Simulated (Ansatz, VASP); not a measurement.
# Two plane-wave programs on SnSe

Contents of INCAR:

```
SYSTEM = SnSe
PREC = Accurate ; ENCUT = 500
EDIFF = 1E-6 ; ISMEAR = 0
SIGMA = 0.01 ; LREAL = .FALSE.
LASPH = .TRUE. ; NELM = 120
ALGO = Normal ; ISIF = 2
LWAVE = .FALSE. ; LCHARG = .FALSE.
GGA = CA ; NBANDS = 50
GGA_COMPAT = .FALSE.
```

Contents of KPOINTS:

```
regular mesh
0
G
  2 6 6
  0 0 0
```

POSCAR

```
SnSe
1.0
   11.5794963732      0.0000000000      0.0000000000
    0.0000000000      4.1271461132      0.0000000000
    0.0000000000      0.0000000000      4.5666930321
Sn Se
4 4
Direct
    0.1187874300      0.2500000000      0.1129354511
    0.3812125700      0.7500000000      0.6129354511
    0.6187874300      0.2500000000      0.3870645489
    0.8812125700      0.7500000000      0.8870645489
    0.3531524710      0.2500000000      0.0119862630
    0.1468475290      0.7500000000      0.5119862630
    0.8531524710      0.2500000000      0.4880137370
    0.6468475290      0.7500000000      0.9880137370
```

Input for Ansatz:

```yaml
crystal:
  lattice:
    - [11.5794963732, 0.0, 0.0]
    - [0.0, 4.1271461132, 0.0]
    - [0.0, 0.0, 4.5666930321]
  atoms:
    - { symbol: Sn, position: [0.11878743, 0.25, 0.1129354511] }
    - { symbol: Sn, position: [0.38121257, 0.75, 0.6129354511] }
    - { symbol: Sn, position: [0.61878743, 0.25, 0.3870645489] }
    - { symbol: Sn, position: [0.88121257, 0.75, 0.8870645489] }
    - { symbol: Se, position: [0.353152471, 0.25, 0.011986263] }
    - { symbol: Se, position: [0.146847529, 0.75, 0.511986263] }
    - { symbol: Se, position: [0.853152471, 0.25, 0.488013737] }
    - { symbol: Se, position: [0.646847529, 0.75, 0.988013737] }
kpoints:
  mp_grid: { grid: [2, 6, 6] }
  band_path:
    path:
      - [0.0, 0.0, 0.0]
      - [0.5, 0.0, 0.0]
      - [0.5, 0.5, 0.0]
      - [0.0, 0.5, 0.0]
      - [0.0, 0.0, 0.5]
      - [0.5, 0.0, 0.5]
      - [0.5, 0.5, 0.5]
      - [0.0, 0.5, 0.5]
      - [0.0, 0.0, 0.325521]
      - [0.0, 0.330729, 0.0]
      - [0.0, 0.3, 0.0]
    npoints: 1
hamiltonian:
  xc: lda
scf:
  occupations: { method: fixed }
  n_extra_bands: 6
output:
  forces: true
  stress: true
  eigenvalues: true
```

Alike in both runs: task single point; functional LDA; k mesh 2 × 6 × 6; no spin polarisation.

|  | VASP | Ansatz |
| --- | --- | --- |
| version | VASP 6.6.1 | Ansatz 0.2.0 |
| potentials or method | VASP PAW LDA potentials, release 64 (Sn_d, Se) | plane waves, PAW |
| plane-wave cutoff (eV) | 500 | 420 |
| occupations | gaussian, width 0.01 eV | fixed |
| valence electrons in the cell | 80 | 120 |

Ansatz gave:

- gap on the k mesh at the Fermi level (eV): 0.57
- pressure (GPa): -2.2
- traceless stress, the component that is largest in VASP (GPa): -0.20
- rms of the force components (eV/Å): 0.017

Question: What did VASP give for the same quantities?

Answer: gap on the k mesh at the Fermi level (eV): 0.56; pressure (GPa): -2.1; traceless stress, the component that is largest in VASP (GPa): -0.21; rms of the force components (eV/Å): 0.023.

LDA's correlation is that of Perdew and Zunger in VASP and of Perdew and Wang (1992) in Ansatz. Atom by atom the forces differ by 0.015 eV/Å (rms over components). VASP's potentials hold 80 valence electrons a cell and Ansatz's 120, so a difference there can come from the potentials and not from the codes.
